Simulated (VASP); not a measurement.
# PtS2 (P1) in VASP: notebook

Runs on PtS2. Level: PBE. Tasks: single point.

Everything below comes from runs of VASP 6.6.1. Logs are shortened: lines on timing, memory, paths and dates and some standing lists are left out, and cuts for length are marked.

### Step 1. The cell of the first run

The typed cell holds 3 atoms: a = 3.543 Å, b = 3.543 Å, c = 5.039 Å, α = 90.00°, β = 90.00°, γ = 120.00°.

### Step 2. Single point, PBE (all S atoms moved +0.175 Å, as atom 2 along Cartesian [1 -1 0])

INCAR reads:

```
PREC = Accurate
ENCUT = 520
EDIFF = 1E-6
ISMEAR = 0
SIGMA = 0.05
LREAL = False
LASPH = True
NELM = 60
ALGO = Normal
ISIF = 2
LWAVE = False
LCHARG = False
GGA = PE
NBANDS = 18
```

KPOINTS reads:

```
Automatic mesh
0
Gamma
  12 12 8
```

POSCAR reads:

```
PtS2
1.0
    3.5431994758      0.0000000000      0.0000000000
   -1.7715997379      3.0685007567      0.0000000000
    0.0000000000      0.0000000000      5.0388000000
Pt S
1 2
Direct
    0.0000000000      0.0000000000      0.0000000000
    0.3480940704      0.6263395830      0.2500000000
    0.6814274037      0.2930062497      0.7500000000
```

Potentials or basis: VASP PAW PBE potentials, release 64 (Pt, S).

Started as:

```
> cat potpaw_PBE.64/Pt/POTCAR potpaw_PBE.64/S/POTCAR > POTCAR
> mpirun -np 1 vasp_std > vasp.out
```

OUTCAR:

```text
PREC = Accurate
   ENCUT = 520
   EDIFF = 1E-6
   ISMEAR = 0
   LREAL = False
   LASPH = True
   NELM = 60
   ISIF = 2
   GGA = PE

 ion  position               nearest neighbor table
   1  0.000  0.000  0.000-   3 2.26   2 2.30   2 2.37   3 2.45   3 2.51   2 2.55
   2  0.348  0.626  0.250-   1 2.30   1 2.37   1 2.55
   3  0.681  0.293  0.750-   1 2.26   1 2.45   1 2.51

  LATTYP: Found a hexagonal cell.
 ALAT       =     3.5431994758
 C/A-ratio  =     1.4221045229

  Lattice vectors:

 A1 = (   3.5431994758,   0.0000000000,   0.0000000000)
 A2 = (  -1.7715997379,   3.0685007567,   0.0000000000)
 A3 = (   0.0000000000,   0.0000000000,   5.0388000000)

Analysis of symmetry for initial positions (statically):
=====================================================================
 Subroutine PRICEL returns:
 Original cell was already a primitive cell.

 Routine SETGRP: Setting up the symmetry group for a
 hexagonal supercell.

 Subroutine GETGRP returns: Found  1 space group operations
 (whereof  1 operations were pure point group operations)
 out of a pool of 24 trial point group operations.

The static configuration has the point symmetry C_1 .

Analysis of symmetry for dynamics (positions and initial velocities):
=====================================================================
 Subroutine PRICEL returns:
 Original cell was already a primitive cell.

 Routine SETGRP: Setting up the symmetry group for a
 hexagonal supercell.

 Subroutine GETGRP returns: Found  1 space group operations
 (whereof  1 operations were pure point group operations)
 out of a pool of 24 trial point group operations.

The dynamic configuration has the point symmetry C_1 .

 Subroutine INISYM returns: Found  1 space group operations
 (whereof  1 operations are pure point group operations),
 and found     1 'primitive' translations

----------------------------------------------------------------------------------------

                                     Primitive cell

  volume of cell :      54.7834

  direct lattice vectors                    reciprocal lattice vectors
     3.543199476  0.000000000  0.000000000     0.282230794  0.162946025  0.000000000
    -1.771599738  3.068500757  0.000000000     0.000000000  0.325892049  0.000000000
     0.000000000  0.000000000  5.038800000     0.000000000  0.000000000  0.198459951

  length of vectors
     3.543199476  3.543199476  5.038800000     0.325892049  0.325892049  0.198459951

  position of ions in fractional coordinates (direct lattice)
     0.000000000  0.000000000  0.000000000
     0.348094070  0.626339583  0.250000000
     0.681427404  0.293006250  0.750000000

  ion indices of the primitive-cell ions
   primitive index   ion index
                 1           1
                 2           2
                 3           3

----------------------------------------------------------------------------------------

 KPOINTS: Automatic mesh

Automatic generation of k-mesh.
 Grid dimensions read from file:
 generate k-points for:   12   12    8

 Generating k-lattice:

  Cartesian coordinates                     Fractional coordinates (reciprocal lattice)
     0.023519233  0.013578835  0.000000000     0.083333333  0.000000000  0.000000000
     0.000000000  0.027157671  0.000000000     0.000000000  0.083333333  0.000000000
     0.000000000  0.000000000  0.024807494     0.000000000  0.000000000  0.125000000

  Length of vectors
     0.027157671  0.027157671  0.024807494

  Shift w.r.t. Gamma in fractional coordinates (k-lattice)
     0.000000000  0.000000000  0.000000000

 Subroutine IBZKPT returns following result:
 ===========================================

 Found    580 irreducible k-points:

 Following reciprocal coordinates:
            Coordinates               Weight
  0.000000  0.000000  0.000000      1.000000
  0.083333  0.000000  0.000000      2.000000
  0.000000  0.083333  0.000000      2.000000
 -0.083333  0.083333  0.000000      2.000000
  0.166667  0.000000  0.000000      2.000000
  0.000000  0.166667  0.000000      2.000000
[... 16 lines left out ...]
  0.166667  0.083333  0.000000      2.000000
 -0.083333  0.250000  0.000000      2.000000
 [... further k-points ...]
   k-points           NKPTS =    580   k-points in BZ     NKDIM =    580   number of bands    NBANDS=     18
   number of dos      NEDOS =    301   number of ions     NIONS =      3
   total plane-waves  NPLWV =  31360
   dimension x,y,z NGX =    28 NGY =   28 NGZ =   40
   dimension x,y,z NGXF=    56 NGYF=   56 NGZF=   80
   ions per type =               1   2
   NGX,Y,Z   is equivalent  to a cutoff of  13.14, 13.14, 13.20 a.u.
   NGXF,Y,Z  is equivalent  to a cutoff of  26.28, 26.28, 26.39 a.u.
 SYSTEM =  unknown system
   PREC   = accura    normal or accurate (medium, high low for compatibility)
   ISTART =      0    job   : 0-new  1-cont  2-samecut
   ICHARG =      2    charge: 1-file 2-atom 10-const
   ISPIN  =      1    spin polarized calculation?
   LNONCOLLINEAR =      F non collinear calculations
   LSORBIT =      F    spin-orbit coupling
   LASPH  =      T    aspherical Exc in radial PAW
   ENCUT  =  520.0 eV  38.22 Ry    6.18 a.u.   6.59  6.59  9.37*2*pi/ulx,y,z
   NELM   =     60;   NELMIN=  2; NELMDL= -5     # of ELM steps
   EDIFF  = 0.1E-05   stopping-criterion for ELM
   LREAL  =      F    real-space projection
   EDIFFG = 0.1E-04   stopping-criterion for IOM
   NSW    =      0    number of steps for IOM
   IBRION =     -1    ionic relax: 0-MD 1-quasi-New 2-CG
   NFREE  =      0    steps in history (QN), initial steepest desc. (CG)
   ISIF   =      2    stress and relaxation
   ISYM   =      2    0-nonsym 1-usesym 2-fastsym
   POTIM  = 0.5000    time-step for ionic-motion
   TEBEG  =    0.0;   TEEND  =   0.0 temperature during run
   PSTRESS=    0.0 pullay stress
   NELECT =      22.0000    total number of electrons
   NUPDOWN=      -1.0000    fix difference up-down
   EMIN   =  10.00;   EMAX   =-10.00  energy-range for DOS
   EFERMI =   0.00;   METHOD = LEGACY
   ISMEAR =     0;   SIGMA  =   0.05  broadening in eV -4-tet -1-fermi 0-gaus
   EFERMI_NEDOS =   21; number of points for ismear=-14 and -15
   IALGO  =     38    algorithm
   IMIX   =      4    mixing-type and parameters
     AMIX     =   0.40;   BMIX     =  1.00
     AMIX_MAG =   1.60;   BMIX_MAG =  1.00
  volume/ion in A,a.u.               =      18.26       123.23
  Fermi-wavevector in a.u.,A,eV,Ry     =   1.207812  2.282434 19.848319  1.458810
  Thomas-Fermi vector in A             =   2.343439
   LORBIT       =      0    0 simple, 1 ext, 2 COOP (PROOUT), +10 PAW based schemes
   GGA     = PE    functional components
   LHFCALC =     F    Hartree Fock is set to
   AEXX    =    0.0000 exact exchange contribution
   IVDW    =     0    specifies the selected vdW correction
   LEPSILON=     F    determine dielectric tensor
   LRPA    =     F    only Hartree local field effects (RPA)
 non-spin polarized calculation
 Gauss-broadening in eV      SIGMA  =   0.05
  energy-cutoff  :      520.00
  volume of cell :       54.78
 maximum number of plane-waves:      1507
   NGX = 13   NGY = 13   NGZ = 19

 number of electron      22.0000001 magnetization

 Free energy of the ion-electron system (eV)
  ---------------------------------------------------
  ext. energy  EPLUGINS =         0.00000000
  ---------------------------------------------------
  free energy    TOTEN  =       -15.11586270 eV

  energy without entropy =      -15.11586270  energy(sigma->0) =      -15.11586270

 E-fermi :   7.0410     XC(G=0): -10.6914

 val. band max:        6.8046409304   @ k =   0.1667  -0.1667   0.2500
 cond. band min:       7.2880294112   @ k =  -0.2500   0.0000   0.3750
 fundamental gap:      0.4833884808
 Fermi energy:         7.0409950340

 k-point     1 :       0.0000    0.0000    0.0000
  band No.  band energies     occupation
      1      -8.4143      2.00000
      2      -5.6499      2.00000
      3      -0.2449      2.00000
      4       0.4155      2.00000
      5       0.4306      2.00000
      6       2.7827      2.00000
[... 10 lines left out ...]
     17      15.0257      0.00000
     18      19.0643      0.00000

 k-point     2 :       0.0833    0.0000    0.0000
  band No.  band energies     occupation
      1      -8.3280      2.00000
      2      -5.6837      2.00000
      3      -0.1470      2.00000
      4       0.3674      2.00000
      5       0.5792      2.00000
      6       2.5512      2.00000
[... 10 lines left out ...]
     17      15.3434      0.00000
     18      18.1580      0.00000

 k-point     3 :       0.0000    0.0833    0.0000
  band No.  band energies     occupation
      1      -8.3280      2.00000
      2      -5.6848      2.00000
      3      -0.1485      2.00000
      4       0.3972      2.00000
      5       0.5525      2.00000
      6       2.5904      2.00000
[... 10 lines left out ...]
     17      15.2760      0.00000
     18      18.1689      0.00000

 k-point     4 :      -0.0833    0.0833    0.0000
  band No.  band energies     occupation
      1      -8.3279      2.00000
      2      -5.6858      2.00000
      3      -0.1498      2.00000
      4       0.4466      2.00000
      5       0.5064      2.00000
      6       2.6684      2.00000
[... 375 lines left out ...]
      4       0.4482      2.00000
      5       0.6992      2.00000
      6       2.3521      2.00000
[... 10 lines left out ...]
     17      15.7613      0.00000
     18      17.0293      0.00000

 k-point    23 :       0.1667    0.0833    0.0000
  band No.  band energies     occupation
      1      -7.8437      2.00000
      2      -5.8562      2.00000
      3       0.3335      2.00000
      4       0.5548      2.00000
      5       0.9328      2.00000
      6       1.9270      2.00000
[... 10 lines left out ...]
     17      15.8204      0.00000
     18      16.4019      0.00000

 k-point    24 :      -0.0833    0.2500    0.0000
  band No.  band energies     occupation
      1      -7.8430      2.00000
      2      -5.8663      2.00000
      3       0.3434      2.00000
      4       0.6634      2.00000
      5       0.8439      2.00000
      6       2.0171      2.00000
[... 10 lines left out ...]
     17      15.9243      0.00000
     18      16.2868      0.00000

 [... further k-points ...]

------------------------ aborting loop because EDIFF is reached ----------------------------------------

  FORCE on cell =-STRESS in cart. coord.  units (eV):
  Direction    XX          YY          ZZ          XY          YZ          ZX
  --------------------------------------------------------------------------------------
  -------------------------------------------------------------------------------------
  Total        1.7371000      1.7196815      0.7159065     -0.2795583     -0.0014166      0.5471753
  in kB       50.8026595     50.2932422     20.9371669     -8.1758696     -0.0414283     16.0025093
  external PRESSURE =      40.6776895 kB  Pullay stress =       0.0000000 kB

 VOLUME and BASIS-vectors are now :
 -----------------------------------------------------------------------------
  energy-cutoff  :      520.00
  volume of cell :       54.78
      direct lattice vectors                 reciprocal lattice vectors
     3.543199476  0.000000000  0.000000000     0.282230794  0.162946025  0.000000000
    -1.771599738  3.068500757  0.000000000     0.000000000  0.325892049  0.000000000
     0.000000000  0.000000000  5.038800000     0.000000000  0.000000000  0.198459951

 POSITION                                       TOTAL-FORCE (eV/Angst)
 -----------------------------------------------------------------------------------
      0.00000      0.00000      0.00000         2.020987     -2.018794      0.058373
      0.12374      1.92192      1.25970        -0.792540      1.008895     -0.116814
      1.89534      0.89909      3.77910        -1.228446      1.009899      0.058441
 -----------------------------------------------------------------------------------
    total drift:                                0.000008     -0.000082      0.000007

  FREE ENERGIE OF THE ION-ELECTRON SYSTEM (eV)
  ---------------------------------------------------
  free  energy   TOTEN  =       -15.1158626981 eV

  energy  without entropy=      -15.1158626981  energy(sigma->0) =      -15.11586270
```

It took 4.9 min on 1 thread of Intel Xeon 6975P-C (Granite Rapids), shared host; peak memory 0.61 GiB.

Results:

```
Free energy            : -15.1159 eV
Pressure               : 4.1 GPa
Largest force          : 2.857 eV/Å
Band gap on the k mesh : 0.48 eV (least direct gap 0.83 eV)
```

Forces in eV/Å, atoms in the order of the input:
```
Pt   2.021 -2.019  0.058
S   -0.793  1.009 -0.117
S   -1.228  1.010  0.058
```

Stress tensor (GPa, compression positive):
```
 5.08 -0.82  1.60
-0.82  5.03  0.00
 1.60  0.00  2.09
```

Levels at points of the mesh, in eV from the valence-band top:
```
           k point  band 7  band 8  band 9  band 10  band 11  band 12  band 13  band 14  band 15  band 16
(0.00, 0.00, 0.00)   -3.95   -2.32   -0.82    -0.69    -0.09     1.75     1.84     4.71     5.24     8.10
(0.50, 0.00, 0.00)   -3.49   -3.35   -3.00    -2.93    -2.20     1.30     2.21     5.23     6.68     7.88
(0.00, 0.50, 0.00)   -3.54   -3.31   -2.99    -2.87    -2.28     1.30     2.34     5.33     6.58     7.89
(0.50, 0.50, 0.00)   -3.59   -3.31   -2.90    -2.85    -2.38     1.29     2.47     5.43     6.48     7.90
(0.00, 0.00, 0.50)   -3.99   -2.72   -1.45    -1.13    -0.89     2.30     2.40     5.74     6.82     7.77
(0.50, 0.00, 0.50)   -3.53   -3.13   -2.97    -1.99    -1.37     1.18     2.02     4.96     5.58     7.46
(0.00, 0.50, 0.50)   -3.45   -3.15   -2.90    -2.15    -1.36     1.31     2.10     4.96     5.47     7.50
(0.50, 0.50, 0.50)   -3.37   -3.18   -2.71    -2.40    -1.36     1.45     2.17     4.96     5.35     7.53
```

Caveat: the cell differs from its parent crystal (all S atoms moved +0.175 Å, as atom 2 along Cartesian [1 -1 0]); the cell stands under pressure; spin-orbit coupling is left out, which moves the levels of the heavy elements; forces of over 1 eV/Å act on the atoms, so gaps and moduli don't describe the material at rest.

### Step 3. Single point, PBE (all S atoms moved +0.125 Å, as atom 2 along Cartesian [1 -1 0])

INCAR reads:

```
PREC = Accurate
ENCUT = 520
EDIFF = 1E-6
ISMEAR = 0
SIGMA = 0.05
LREAL = False
LASPH = True
NELM = 100
ALGO = Normal
ISIF = 2
LWAVE = False
LCHARG = True
GGA = PE
LELF = True
LVHAR = True
NBANDS = 18
```

KPOINTS is that of step 2.

POSCAR reads:

```
PtS2
1.0
    3.5431994758      0.0000000000      0.0000000000
   -1.7715997379      3.0685007567      0.0000000000
    0.0000000000      0.0000000000      5.0388000000
Pt S
1 2
Direct
    0.0000000000      0.0000000000      0.0000000000
    0.3438767170      0.6378616069      0.2500000000
    0.6772100503      0.3045282736      0.7500000000
```

Potentials or basis: VASP PAW PBE potentials, release 64 (Pt, S).

Started as:

```
> cat potpaw_PBE.64/Pt/POTCAR potpaw_PBE.64/S/POTCAR > POTCAR
> mpirun -np 1 vasp_std > vasp.out
```

It took 4.6 min on 1 thread of Intel Xeon 6975P-C (Granite Rapids), shared host; peak memory 0.61 GiB.

It converged, with:

```yaml
Free_energy: -15.2378 eV
Pressure: 3.0 GPa
Largest_force: 2.026 eV/Å
Band_gap_on_the_k_mesh: 0.56 eV (least direct gap 0.81 eV)
```

Forces in eV/Å, atoms in the order of the input:
```
Pt   1.433 -1.432  0.021
S   -0.606  0.716 -0.237
S   -0.826  0.716  0.216
```

Stress tensor (GPa, compression positive):
```
 3.96 -0.43  0.81
-0.43  3.95  0.00
 0.81  0.00  1.14
```

Levels at points of the mesh, in eV from the valence-band top:
```csv
k point,band 7,band 8,band 9,band 10,band 11,band 12,band 13,band 14,band 15,band 16
"(0.00, 0.00, 0.00)",-3.84,-2.25,-0.92,-0.84,-0.01,1.80,1.85,4.66,5.29,8.09
"(0.50, 0.00, 0.00)",-3.46,-3.26,-2.98,-2.94,-2.31,1.33,2.34,5.34,6.57,7.92
"(0.00, 0.50, 0.00)",-3.49,-3.24,-2.97,-2.90,-2.36,1.33,2.41,5.40,6.51,7.93
"(0.50, 0.50, 0.00)",-3.51,-3.23,-2.93,-2.88,-2.41,1.33,2.48,5.45,6.46,7.94
"(0.00, 0.00, 0.50)",-3.88,-2.75,-1.42,-1.23,-1.02,2.41,2.46,5.68,6.92,7.75
"(0.50, 0.00, 0.50)",-3.38,-3.07,-2.90,-2.18,-1.39,1.32,2.09,4.99,5.47,7.48
"(0.00, 0.50, 0.50)",-3.33,-3.08,-2.83,-2.29,-1.38,1.39,2.13,4.99,5.41,7.49
"(0.50, 0.50, 0.50)",-3.28,-3.10,-2.70,-2.47,-1.38,1.46,2.16,4.99,5.35,7.51
```

Caveat: the cell differs from its parent crystal (all S atoms moved +0.125 Å, as atom 2 along Cartesian [1 -1 0]); the cell stands under pressure; spin-orbit coupling is left out, which moves the levels of the heavy elements; forces of over 1 eV/Å act on the atoms, so gaps and moduli don't describe the material at rest.
